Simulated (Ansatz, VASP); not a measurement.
Two plane-wave programs on CdTeF6

```
CELL_PARAMETERS angstrom
0.00000 4.34630 4.34630
4.34630 0.00000 4.34630
4.34630 4.34630 0.00000
ATOMIC_POSITIONS crystal
Cd 0.00000 0.00000 0.00000
Te 0.50000 0.50000 0.50000
F 0.74029 0.25971 0.25971
F 0.25971 0.74029 0.74029
F 0.25971 0.74029 0.25971
F 0.74029 0.25971 0.74029
F 0.25971 0.25971 0.74029
F 0.74029 0.74029 0.25971
```

Alike in both runs: task single point; functional PBE; k mesh 4 × 4 × 4; occupations gaussian, width 0.1 eV; no spin polarisation.

```csv
,VASP,Ansatz
version,VASP 6.6.1,Ansatz 0.2.0
potentials or method,"VASP PAW PBE potentials, release 64 (Cd, Te, F), cutoff 520 eV","scalar-relativistic, plane waves, PAW"
valence electrons in the cell,60,78
```

Ansatz gave:

```
gap on the k mesh at the Fermi level (eV) : 2.74
least direct gap on the mesh (eV)         : 3.47
pressure (GPa)                            : 0.0
rms of the force components (eV/Å)        : 0.000
```

Which values does VASP return?

gap on the k mesh at the Fermi level (eV): 2.73; least direct gap on the mesh (eV): 3.47; pressure (GPa): -0.2; rms of the force components (eV/Å): 0.050.

Atom by atom the forces differ by 0.050 eV/Å (rms over components). VASP's potentials hold 60 valence electrons a cell and Ansatz's 78, so a difference there can come from the potentials and not from the codes.

Neither program's run includes spin-orbit coupling.
